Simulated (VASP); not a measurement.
BN:

```
B N
1.0
     2.49824    0.00000    0.00000
    -1.24912    2.16354    0.00000
     0.00000    0.00000    6.63570
B N
2 2
Direct
  0.33333 0.66667 0.25000
  0.66667 0.33333 0.75000
  0.33333 0.66667 0.75000
  0.66667 0.33333 0.25000
```

- Program: VASP 6.6.1
- Task: relaxation of cell and atoms
- Functional: PBE
- Potentials or basis: VASP PAW PBE potentials, release 64 (B, N)
- Cutoff: 600 eV
- k mesh: 12 × 12 × 4
- Occupations: methfessel-paxton, width 0.05 eV
- Spin: no spin polarisation

At the start: pressure 5.0 GPa; volume 8.97 Å³/atom.

Q: How do energy, volume and symmetry change on relaxing?

A: Over 10 steps the energy falls by 11.6 meV/atom and the volume is 10.44 Å³/atom (+16.4 %); space group P6_3/mmc (No. 194, to 0.1 Å) before and after.

The path:
```
step  energy change (eV)  largest force (eV/Å)  pressure (GPa)  volume (Å³)
   1              0.0000                0.0000            4.99        35.87
   2              0.0154                0.0000           -6.41        37.33
   3             -0.0092                0.0000            0.44        36.42
   4             -0.0131                0.0000            0.40        36.66
   5             -0.0231                0.0000            0.34        37.41
   6             -0.0368                0.0000            0.28        38.89
   7             -0.0463                0.0000            0.25        41.86
   8             -0.0463                0.0000            0.26        41.70
   9             -0.0406                0.0000           -2.96        42.33
  10             -0.0464                0.0000            0.00        41.75
```

Final structure:
```
B N
1.0
     2.51229    0.00000    0.00000
    -1.25614    2.17570    0.00000
     0.00000    0.00000    7.63820
B N
2 2
Direct
  0.33333 0.66667 0.25000
  0.66667 0.33333 0.75000
  0.33333 0.66667 0.75000
  0.66667 0.33333 0.25000
```

Caveat: the volume moved by over 15 % at a fixed basis, so the end points are rough; this functional lacks dispersion, which binds the layers, so the pressure and a relaxed spacing across them are unreliable.
